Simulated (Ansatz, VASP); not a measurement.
MnSiSe3: VASP beside Ansatz

```
Mn Si Se
1.0
     4.85417    0.00000    0.00000
     0.00000    4.85417    0.00000
     0.00000    0.00000    4.85417
Mn Si Se
1 1 3
Direct
  0.50000 0.50000 0.50000
  0.00000 0.00000 0.00000
  0.50000 0.00000 0.50000
  0.00000 0.50000 0.50000
  0.50000 0.50000 0.00000
```

Change from the starting cell: species swapped into the Ca3PbO type (Pm-3m, No. 221).

Alike in both runs: task single point; functional PBE; k mesh 4 × 4 × 4; occupations gaussian, width 0.1 eV; collinear spin.

|  | VASP | Ansatz |
| --- | --- | --- |
| version | VASP 6.6.1 | Ansatz 0.2.0 |
| potentials or method | VASP PAW PBE potentials, release 64 (Mn_pv, Si, Se), cutoff 520 eV | scalar-relativistic, plane waves, PAW |
| valence electrons in the cell | 35 | 67 |

Ansatz gave:

```
gap on the k mesh at the Fermi level (eV)                     : none
pressure (GPa)                                                : -1.1
net moment per atom (μB)                                      : 0.73
size of the moment on the site where the two differ most (μB) : 3.23
```

Question: Which values does VASP return?

Answer: gap on the k mesh at the Fermi level (eV): none; pressure (GPa): -1.0; net moment per atom (μB): 0.73; size of the moment on the site where the two differ most (μB): 3.34.

Site moments also hang on the region over which each program counts them. A gap of «none» marks a metal or a gap that the smearing closes. With one functional, cell and mesh, what is left measures potentials, basis and numerics. VASP's potentials hold 35 valence electrons a cell and Ansatz's 67, so a difference there can come from the potentials and not from the codes.
